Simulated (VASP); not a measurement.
Set up this calculation in VASP 6.6.1, as the native input.

* Task: relaxation of cell and atoms
* Functional: PBE
* Potentials or basis: VASP PAW PBE potentials, release 64 (La, Y_sv, F)
* Cutoff: 600 eV
* k mesh: 4 × 4 × 4
* Occupations: gaussian, width 0.1 eV
* Spin: no spin polarisation
* Dipole correction: no
* Further INCAR settings: ALGO = Normal; EDIFF = 1e-06; IBRION = 2; EDIFFG = -0.04; NSW = 90; ISIF = 3

The structure of LaY4F lies in POSCAR:

```
LaY4F
1.0
    4.4031759100      0.0000000000      0.0000000000
    0.0000000000      4.4031759100      0.0000000000
    0.0000000000      0.0000000000      6.2332563900
La Y F
1 4 1
Direct
    0.0000000000      0.0000000000      0.0000000000
    0.5000000000      0.0000000000      0.7464669900
    0.0000000000      0.5000000000      0.2535330100
    0.5000000000      0.0000000000      0.2535330100
    0.0000000000      0.5000000000      0.7464669900
    0.5000000000      0.5000000000      0.5000000000
```

The cell was built from a structure type or drawn by symmetry, and may not be a known phase.

The input as run:

INCAR

```
PREC = Accurate ; ENCUT = 600
EDIFF = 1E-6 ; ISMEAR = 0
SIGMA = 0.1 ; LREAL = False
LASPH = True ; NELM = 80
ALGO = Normal ; ISIF = 3
LWAVE = False ; LCHARG = False
GGA = PE ; IBRION = 2
NSW = 90 ; EDIFFG = -0.04
```

KPOINTS

```
Automatic mesh
0
Gamma
  4 4 4
```

Potentials or basis: VASP PAW PBE potentials, release 64 (La, Y_sv, F).

Run with:

```console
$ cat potpaw_PBE.64/La/POTCAR potpaw_PBE.64/Y_sv/POTCAR potpaw_PBE.64/F/POTCAR > POTCAR
$ mpirun -np 1 vasp_std > vasp.out
```

Results of the run:

```
Relaxed volume                        : 30.12 Å³/atom
Relaxed cell                          : a = 4.974 Å, b = 4.974 Å, c = 7.302 Å, α = 90.00°, β = 90.00°, γ = 90.00°
Space group after relaxing (to 0.1 Å) : P4/mmm (No. 123)
Energy gained by relaxing             : 621.3 meV/atom
Ionic steps                           : 9
Pressure after relaxing               : 0.2 GPa
Largest force after relaxing          : 0.027 eV/Å
Band gap on the k mesh                : zero (bands 31 and 32 overlap by 0.54 eV)
```

Caveat: the volume moved by over 15 % at a fixed basis, so the end points are rough; spin-orbit coupling is left out, which moves the levels of the heavy elements.

It took 25 min on 1 thread of Intel Xeon 8259CL, with other jobs on the host, peak memory 0.32 GiB.
